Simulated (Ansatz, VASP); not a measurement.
## Two plane-wave programs on Sn3PbS4

File INCAR:

```
PREC     = Accurate       # precision mode
ENCUT    = 520            # plane-wave cutoff, eV
EDIFF    = 1E-7           # SCF threshold, eV
ISMEAR   = 0              # smearing method
SIGMA    = 0.1            # smearing width, eV
LREAL    = F              # projectors in reciprocal space
LASPH    = T              # aspherical terms in the spheres
NELM     = 80             # most SCF steps
ALGO     = Normal         # electronic algorithm
ISIF     = 2              # what is computed and relaxed
LWAVE    = F              # write WAVECAR
LCHARG   = F              # write CHGCAR
GGA      = PE             # functional
NBANDS   = 50             # bands
```

Contents of KPOINTS:

```
regular mesh
0
Gamma
  4 4 4
```

File POSCAR:

```
Sn3PbS4
1.0
    4.1661870000     -5.8910910000      0.0000000000
    4.1661870000      5.8910910000      0.0000000000
    0.0000000000      0.0000000000      4.1655600000
Sn Pb S
3 1 4
Direct
    0.0000000000      0.5000000000      0.0000000000
    0.0000000000      0.0000000000      0.5000000000
    0.5000000000      0.0000000000      0.0000000000
    0.5000000000      0.5000000000      0.5000000000
    0.7555880000      0.7555880000      0.0000000000
    0.7527410000      0.2472590000      0.5000000000
    0.2472590000      0.7527410000      0.5000000000
    0.2444120000      0.2444120000      0.0000000000
```

Input for Ansatz:

```yaml
crystal:
  lattice:
    - [4.166187, -5.891091, 0.0]
    - [4.166187, 5.891091, 0.0]
    - [0.0, 0.0, 4.16556]
  atoms:
    - { symbol: Sn, position: [0.0, 0.5, 0.0] }
    - { symbol: Sn, position: [0.0, 0.0, 0.5] }
    - { symbol: Sn, position: [0.5, 0.0, 0.0] }
    - { symbol: Pb, position: [0.5, 0.5, 0.5] }
    - { symbol: S, position: [0.755588, 0.755588, 0.0] }
    - { symbol: S, position: [0.752741, 0.247259, 0.5] }
    - { symbol: S, position: [0.247259, 0.752741, 0.5] }
    - { symbol: S, position: [0.244412, 0.244412, 0.0] }
basis:
  ecutwfc: 420
kpoints:
  mp_grid: { grid: [4, 4, 4] }
hamiltonian:
  xc: pbe
scf:
  occupations: { method: gaussian, width: 0.1 }
  lower_state_search: "off"
output:
  forces: true
  stress: true
  eigenvalues: true
```

Alike in both runs: task single point; functional PBE; k mesh 4 × 4 × 4; occupations gaussian, width 0.1 eV; no spin polarisation.

|  | VASP | Ansatz |
| --- | --- | --- |
| version | VASP 6.6.1 | Ansatz 0.2.0 |
| potentials or method | VASP PAW PBE potentials, release 64 (Sn_d, Pb_d, S), cutoff 520 eV | scalar-relativistic, plane waves, PAW |
| valence electrons in the cell | 80 | 80 |

VASP gave:

```
gap on the k mesh at the Fermi level (eV) : 0.07
least direct gap on the mesh (eV)         : 0.07
pressure (GPa)                            : -0.4
```

**Question.** What did Ansatz give for the same quantities?

**Answer.** gap on the k mesh at the Fermi level (eV): 0.08; least direct gap on the mesh (eV): 0.08; pressure (GPa): -0.3.

Neither program's run includes spin-orbit coupling.
